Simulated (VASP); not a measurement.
# Cr2O3 (R-3c) in VASP: single point with r2SCAN

Aim: the single point of Cr2O3 with r2SCAN.

All numbers are computed with VASP 6.6.1; they aren't measurements. Logs are shortened: lines on timing, memory, paths and dates and some standing lists are left out, and cuts for length are marked.

**1. The cell of the first run**

It takes space group R-3c (No. 167, trigonal). The conventional cell has a = 4.864 Å, b = 4.864 Å, c = 13.355 Å, α = 90.00°, β = 90.00°, γ = 120.00°. Within 2.6 Å of Cr (site symmetry 3) lie 6 O at 1.92 to 1.98 Å and 1 Cr at 2.60 Å. O (site symmetry 2) has 4 Cr at 1.92 to 1.98 Å and 8 O at 2.60 to 2.79 Å within 2.8 Å.

**2. Single point, r2SCAN, collinear spin, ferromagnetic start**

POSCAR reads:

```
Cr2O3
1.0
    2.4322498800      1.4042601200      4.4516700000
   -2.4322498800      1.4042601200      4.4516700000
    0.0000000000     -2.8085202400      4.4516700000
Cr O
4 6
Direct
    0.3472000000      0.3472000000      0.3472000000
    0.1528000000      0.1528000000      0.1528000000
    0.6528000000      0.6528000000      0.6528000000
    0.8472000000      0.8472000000      0.8472000000
    0.5586000000      0.9414000000      0.2500000000
    0.2500000000      0.5586000000      0.9414000000
    0.9414000000      0.2500000000      0.5586000000
    0.4414000000      0.0586000000      0.7500000000
    0.7500000000      0.4414000000      0.0586000000
    0.0586000000      0.7500000000      0.4414000000
```

INCAR.step1 reads:

```
SYSTEM = Cr2O3
PREC = Accurate
ENCUT = 520
ISMEAR = 0
SIGMA = 0.03
LREAL = .False.
LASPH = .True.
NELM = 150
ISPIN = 2
MAGMOM = 3 3 3 3 0 0 0 0 0 0
LMAXMIX = 4
NBANDS = 57
GGA = PE
ALGO = Normal
EDIFF = 1E-4
LWAVE = .True.
LCHARG = .False.
```

INCAR.step2 reads:

```
SYSTEM = Cr2O3
PREC = Accurate
ENCUT = 520
EDIFF = 1E-6
ISMEAR = 0
SIGMA = 0.03
LREAL = .False.
LASPH = .True.
NELM = 150
ALGO = Normal
ISIF = 2
LWAVE = .False.
LCHARG = .True.
ISPIN = 2
MAGMOM = 3 3 3 3 0 0 0 0 0 0
LORBIT = 11
LMAXMIX = 4
METAGGA = R2SCAN
LMIXTAU = .True.
LELF = .True.
LVHAR = .True.
NBANDS = 57
ISTART = 1
```

KPOINTS reads:

```
regular mesh
0
Gamma
  4 4 4
  0 0 0
```

Potentials or basis: VASP PAW PBE potentials, release 64 (Cr_pv, O).

Launch:

```console
cat potpaw_PBE.64/Cr_pv/POTCAR potpaw_PBE.64/O/POTCAR > POTCAR
cp INCAR.step1 INCAR
mpirun -np 1 vasp_std > vasp.out
cp INCAR.step2 INCAR
mpirun -np 1 vasp_std > vasp.out
```

OUTCAR:

```text
SYSTEM = Cr2O3
   PREC = Accurate
   ENCUT = 520
   EDIFF = 1E-6
   ISMEAR = 0
   LREAL = .False.
   LASPH = .True.
   NELM = 150
   ISIF = 2
   ISPIN = 2
   LORBIT = 11
   METAGGA = R2SCAN
   ISTART = 1

 ion  position               nearest neighbor table
   1  0.347  0.347  0.347-   9 1.92   8 1.92  10 1.92   7 1.98   6 1.98   5 1.98   2 2.60   3 2.83
                             3 2.83   3 2.83
   2  0.153  0.153  0.153-  10 1.92   8 1.92   9 1.92   7 1.98   6 1.98   5 1.98   1 2.60   4 2.83
                             4 2.83   4 2.83
   3  0.653  0.653  0.653-   6 1.92   5 1.92   7 1.92   9 1.98  10 1.98   8 1.98   4 2.60   1 2.83
                             1 2.83   1 2.83
   4  0.847  0.847  0.847-   7 1.92   5 1.92   6 1.92   9 1.98  10 1.98   8 1.98   3 2.60   2 2.83
                             2 2.83   2 2.83
   5  0.559  0.941  0.250-   3 1.92   4 1.92   1 1.98   2 1.98
   6  0.250  0.559  0.941-   3 1.92   4 1.92   1 1.98   2 1.98
   7  0.941  0.250  0.559-   4 1.92   3 1.92   1 1.98   2 1.98
   8  0.441  0.059  0.750-   1 1.92   2 1.92   3 1.98   4 1.98
   9  0.750  0.441  0.059-   1 1.92   2 1.92   3 1.98   4 1.98
  10  0.059  0.750  0.441-   2 1.92   1 1.92   3 1.98   4 1.98

  LATTYP: Found a trigonal (rhomboedric) cell.
 ALAT       =     5.2635683478
 COS(alpha) =     0.5729430012

  Lattice vectors:

 A1 = (   2.4322498800,   1.4042601200,   4.4516700000)
 A2 = (  -2.4322498800,   1.4042601200,   4.4516700000)
 A3 = (   0.0000000000,  -2.8085202400,   4.4516700000)

Analysis of symmetry for initial positions (statically):
=====================================================================
 Subroutine PRICEL returns:
 Original cell was already a primitive cell.

 Routine SETGRP: Setting up the symmetry group for a
 trigonal (rhombohedral) supercell.

 Subroutine GETGRP returns: Found 12 space group operations
 (whereof  6 operations were pure point group operations)
 out of a pool of 12 trial point group operations.

The static configuration has the point symmetry S_6 .
 The point group associated with its full space group is D_3d.

Analysis of symmetry for dynamics (positions and initial velocities):
=====================================================================
 Subroutine PRICEL returns:
 Original cell was already a primitive cell.

 Routine SETGRP: Setting up the symmetry group for a
 trigonal (rhombohedral) supercell.

 Subroutine GETGRP returns: Found 12 space group operations
 (whereof  6 operations were pure point group operations)
 out of a pool of 12 trial point group operations.

The dynamic configuration has the point symmetry S_6 .
 The point group associated with its full space group is D_3d.

Analysis of structural, dynamic, and magnetic symmetry:
=====================================================================
 Subroutine PRICEL returns:
 Original cell was already a primitive cell.

 Routine SETGRP: Setting up the symmetry group for a
 trigonal (rhombohedral) supercell.

 Subroutine GETGRP returns: Found 12 space group operations
 (whereof  6 operations were pure point group operations)
 out of a pool of 12 trial point group operations.

The overall configuration has the point symmetry S_6 .
 The point group associated with its full space group is D_3d.

 Subroutine INISYM returns: Found 12 space group operations
 (whereof  6 operations are pure point group operations),
 and found     1 'primitive' translations

----------------------------------------------------------------------------------------

                                     Primitive cell

  volume of cell :      91.2284

  direct lattice vectors                    reciprocal lattice vectors
     2.432249880  1.404260120  4.451670000     0.205570984  0.118686463  0.074878267
    -2.432249880  1.404260120  4.451670000    -0.205570984  0.118686463  0.074878267
     0.000000000 -2.808520240  4.451670000     0.000000000 -0.237372926  0.074878267

  length of vectors
     5.263568348  5.263568348  5.263568345     0.248902914  0.248902914  0.248902914
[... 67 lines left out ...]
   k-points           NKPTS =     13   k-points in BZ     NKDIM =     13   number of bands    NBANDS=     57
   number of dos      NEDOS =    301   number of ions     NIONS =     10
   total plane-waves  NPLWV =  64000
   dimension x,y,z NGX =    40 NGY =   40 NGZ =   40
   dimension x,y,z NGXF=    80 NGYF=   80 NGZF=   80
   ions per type =               4   6
   NGX,Y,Z   is equivalent  to a cutoff of  12.63, 12.63, 12.63 a.u.
   NGXF,Y,Z  is equivalent  to a cutoff of  25.27, 25.27, 25.27 a.u.
 SYSTEM =  Cr2O3
   PREC   = accura    normal or accurate (medium, high low for compatibility)
   ISTART =      1    job   : 0-new  1-cont  2-samecut
   ICHARG =      0    charge: 1-file 2-atom 10-const
   ISPIN  =      2    spin polarized calculation?
   LNONCOLLINEAR =      F non collinear calculations
   LSORBIT =      F    spin-orbit coupling
   LASPH  =      T    aspherical Exc in radial PAW
   ENCUT  =  520.0 eV  38.22 Ry    6.18 a.u.   9.79  9.79  9.79*2*pi/ulx,y,z
   NELM   =    150;   NELMIN=  2; NELMDL=  0     # of ELM steps
   EDIFF  = 0.1E-05   stopping-criterion for ELM
   LREAL  =      F    real-space projection
[... 7 lines left out ...]
   TEBEG  =    0.0;   TEEND  =   0.0 temperature during run
   PSTRESS=    0.0 pullay stress
   NELECT =      84.0000    total number of electrons
   NUPDOWN=      -1.0000    fix difference up-down
   EMIN   =  10.00;   EMAX   =-10.00  energy-range for DOS
   EFERMI =   0.00;   METHOD = LEGACY
   ISMEAR =     0;   SIGMA  =   0.03  broadening in eV -4-tet -1-fermi 0-gaus
   EFERMI_NEDOS =   21; number of points for ismear=-14 and -15
   IALGO  =     38    algorithm
   IMIX   =      4    mixing-type and parameters
     AMIX     =   0.40;   BMIX     =  1.00
     AMIX_MAG =   1.60;   BMIX_MAG =  1.00
  volume/ion in A,a.u.               =       9.12        61.56
  Fermi-wavevector in a.u.,A,eV,Ry     =   1.592666  3.009702 34.512317  2.536584
  Thomas-Fermi vector in A             =   2.691015
   LORBIT       =     11    0 simple, 1 ext, 2 COOP (PROOUT), +10 PAW based schemes
   METAGGA = R2SCAN    functional components
   LHFCALC =     F    Hartree Fock is set to
   AEXX    =    0.0000 exact exchange contribution
   IVDW    =     0    specifies the selected vdW correction
   LEPSILON=     F    determine dielectric tensor
   LRPA    =     F    only Hartree local field effects (RPA)
 spin polarized calculation
 Gauss-broadening in eV      SIGMA  =   0.03
  energy-cutoff  :      520.00
  volume of cell :       91.23
 maximum number of plane-waves:      2469
   NGX = 19   NGY = 19   NGZ = 19

 number of electron      84.0000000 magnetization      11.9999999

 Free energy of the ion-electron system (eV)
  ---------------------------------------------------
  ext. energy  EPLUGINS =         0.00000000
  ---------------------------------------------------
  free energy    TOTEN  =      -119.66860068 eV

  energy without entropy =     -119.66860068  energy(sigma->0) =     -119.66860068

 E-fermi :   7.7869     XC(G=0): -13.2408

 val. band max:        7.6459715169   @ k =   0.0000   0.0000   0.0000
 cond. band min:       8.8034659285   @ k =   0.0000   0.0000   0.0000
 fundamental gap:      1.1574944116
 Fermi energy:         7.7869400363

 spin component 1

 k-point     1 :       0.0000    0.0000    0.0000
  band No.  band energies     occupation
      1     -38.7679      1.00000
      2     -38.7027      1.00000
      3     -38.7027      1.00000
      4     -38.7010      1.00000
      5     -38.6651      1.00000
      6     -38.6651      1.00000
[... 730 lines left out ...]
     53      10.4379      0.00000
     54      10.4379      0.00000
 Fermi energy:         7.7869400363

 spin component 2

 k-point     1 :       0.0000    0.0000    0.0000
  band No.  band energies     occupation
      1     -35.0685      1.00000
      2     -34.9968      1.00000
      3     -34.9968      1.00000
      4     -34.9738      1.00000
      5     -34.9430      1.00000
      6     -34.9430      1.00000
[... 730 lines left out ...]
     53      12.7074      0.00000
     54      12.7074      0.00000
 [bands above 54 left out]

------------------------ aborting loop because EDIFF is reached ----------------------------------------

  FORCE on cell =-STRESS in cart. coord.  units (eV):
  Direction    XX          YY          ZZ          XY          YZ          ZX
  --------------------------------------------------------------------------------------
  -------------------------------------------------------------------------------------
  Total       11.2506935     11.2506934     11.3186109      0.0000000      0.0000000      0.0000000
  in kB      197.5877013    197.5877005    198.7804856      0.0000000      0.0000000      0.0000000
  external PRESSURE =     197.9852958 kB  Pullay stress =       0.0000000 kB

 VOLUME and BASIS-vectors are now :
 -----------------------------------------------------------------------------
  energy-cutoff  :      520.00
  volume of cell :       91.23
      direct lattice vectors                 reciprocal lattice vectors
     2.432249880  1.404260120  4.451670000     0.205570984  0.118686463  0.074878267
    -2.432249880  1.404260120  4.451670000    -0.205570984  0.118686463  0.074878267
     0.000000000 -2.808520240  4.451670000     0.000000000 -0.237372926  0.074878267

 POSITION                                       TOTAL-FORCE (eV/Angst)
 -----------------------------------------------------------------------------------
      0.00000      0.00000      4.63686         0.000000     -0.000000      0.704827
      0.00000      0.00000      2.04065         0.000000     -0.000000     -0.704827
      0.00000      0.00000      8.71815         0.000000     -0.000000     -0.704827
      0.00000      0.00000     11.31436         0.000000     -0.000000      0.704827
     -0.93107      1.40426      7.79042        -0.269058     -0.000000     -0.000000
     -0.75059     -1.50846      7.79042         0.134529     -0.233011     -0.000000
      1.68166      0.10420      7.79042         0.134529      0.233011     -0.000000
      0.93107     -1.40426      5.56459         0.269058     -0.000000     -0.000000
      0.75059      1.50846      5.56459        -0.134529      0.233011     -0.000000
     -1.68166     -0.10420      5.56459        -0.134529     -0.233011     -0.000000
 -----------------------------------------------------------------------------------
    total drift:                               -0.000000     -0.000000      0.000000

  FREE ENERGIE OF THE ION-ELECTRON SYSTEM (eV)
  ---------------------------------------------------
  free  energy   TOTEN  =      -119.6686006787 eV

  energy  without entropy=     -119.6686006787  energy(sigma->0) =     -119.66860068

 total charge

# of ion       s       p       d       tot
------------------------------------------
    1        0.444   6.387   4.114  10.944
    2        0.444   6.387   4.114  10.944
    3        0.444   6.387   4.114  10.944
    4        0.444   6.387   4.114  10.944
    5        1.565   3.576   0.000   5.141
    6        1.565   3.576   0.000   5.141
    7        1.565   3.576   0.000   5.141
    8        1.565   3.576   0.000   5.141
    9        1.565   3.576   0.000   5.141
   10        1.565   3.576   0.000   5.141
--------------------------------------------------
tot         11.162  47.001  16.456  74.620

 magnetization (x)

# of ion       s       p       d       tot
------------------------------------------
    1        0.053   0.032   2.806   2.891
    2        0.053   0.032   2.806   2.891
    3        0.053   0.032   2.806   2.891
    4        0.053   0.032   2.806   2.891
    5       -0.000   0.016   0.000   0.016
    6       -0.000   0.016   0.000   0.016
    7       -0.000   0.016   0.000   0.016
    8       -0.000   0.016   0.000   0.016
    9       -0.000   0.016   0.000   0.016
   10       -0.000   0.016   0.000   0.016
--------------------------------------------------
tot          0.210   0.229  11.222  11.660
```

Wall time 21 min (1 thread of Intel Xeon 8259CL, shared host); peak memory 0.37 GiB.

Results:

```yaml
Free_energy: -119.6686 eV
Pressure: 19.8 GPa
Largest_force: 0.705 eV/Å
Band_gap_on_the_k_mesh: 1.16 eV
Net_moment: 12.00 μB per cell
Site_moments: Cr +2.89; O +0.02 μB
Valence_electrons_inside_the_program's_atomic_spheres: Cr 10.94; O 5.14
```

Forces in eV/Å, atoms in the order of the input:
```
Cr   0.000  0.000  0.705
Cr   0.000  0.000 -0.705
Cr   0.000  0.000 -0.705
Cr   0.000  0.000  0.705
O   -0.269  0.000  0.000
O    0.135 -0.233  0.000
O    0.135  0.233  0.000
O    0.269  0.000  0.000
O   -0.135  0.233  0.000
O   -0.135 -0.233  0.000
```

Levels at points of the mesh, in eV from the valence-band top:
Spin up:
| k point | band 44 | band 45 | band 46 | band 47 | band 48 | band 49 | band 50 | band 51 | band 52 | band 53 |
| --- | --- | --- | --- | --- | --- | --- | --- | --- | --- | --- |
| (0.00, 0.00, 0.00) | -1.26 | -0.50 | -0.25 | -0.25 | 0.00 | 1.16 | 1.17 | 1.18 | 1.18 | 2.14 |
| (0.50, 0.00, 0.00) | -0.93 | -0.67 | -0.67 | -0.49 | -0.49 | 1.17 | 1.17 | 1.17 | 1.17 | 2.70 |
| (0.50, 0.50, 0.00) | -0.96 | -0.80 | -0.45 | -0.37 | -0.30 | 1.17 | 1.17 | 1.17 | 1.17 | 2.03 |
| (0.50, 0.50, 0.50) | -0.91 | -0.74 | -0.74 | -0.74 | -0.74 | 1.17 | 1.17 | 1.17 | 1.17 | 2.79 |
Spin down:
```csv
k point,band 34,band 35,band 36,band 37,band 38,band 39
"(0.00, 0.00, 0.00)",-2.83,-2.83,-2.75,1.73,2.28,2.28
"(0.50, 0.00, 0.00)",-4.01,-3.00,-3.00,1.80,1.80,2.74
"(0.50, 0.50, 0.00)",-3.77,-3.52,-3.01,1.74,1.94,2.21
"(0.50, 0.50, 0.50)",-3.54,-3.54,-3.54,2.83,2.83,2.83
```

Caveat: the cell stands under pressure; the PAW data sets were made with another functional, which shifts forces and pressure a little; the run started ferromagnetic, and an antiferromagnetic order may lie lower in energy. r2SCAN opens gaps a little over a GGA but as a rule still falls short of measured ones.
